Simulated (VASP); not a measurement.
Wanted: the native input for a VASP 6.6.1 run.

```yaml
Task: single point
Functional: PBE
Potentials_or_basis: VASP PAW PBE potentials, release 64 (Mo_sv)
Cutoff: 520 eV
k_mesh: 12 × 12 × 12
Occupations: fermi-dirac, width 0.02 eV
Spin: no spin polarisation
Dipole_correction: no
Further_INCAR_settings: ALGO = Normal; EDIFF = 1e-06; NBANDS = 13
```

The structure of Mo lies in POSCAR:

```
Mo
1.0
   -1.5741639107      1.5741639107      1.5741639107
    1.5741639107     -1.5741639107      1.5741639107
    1.5741639107      1.5741639107     -1.5741639107
Mo
1
Direct
    0.0000000000      0.0000000000      0.0000000000
```

One way to write it, as run:

INCAR

```
SYSTEM = Mo
  ALGO = Normal
  EDIFF = 1E-6
  ENCUT = 520
  GGA = PE
  ISIF = 2
  ISMEAR = -1
  LASPH = .True.
  LCHARG = .True.
  LELF = .True.
  LREAL = .False.
  LVHAR = .True.
  LWAVE = .False.
  NBANDS = 13
  NELM = 80
  PREC = Accurate
  SIGMA = 0.02
```

KPOINTS

```
k-points
0
Gamma
  12 12 12
  0 0 0
```

Potentials or basis: VASP PAW PBE potentials, release 64 (Mo_sv).

The run is started by

```bash
$ cat potpaw_PBE.64/Mo_sv/POTCAR > POTCAR
$ mpirun -np 1 vasp_std > vasp.out
```

It gave:

```json
{
  "Pressure": "3.5 GPa",
  "Band gap on the k mesh": "zero (band 7 reaches 16.61 eV, above the bottom of band 8 at 11.26 eV)"
}
```

It took 13 s on 1 thread of Intel Xeon 8259CL, with other jobs on the host, peak memory 0.13 GiB.
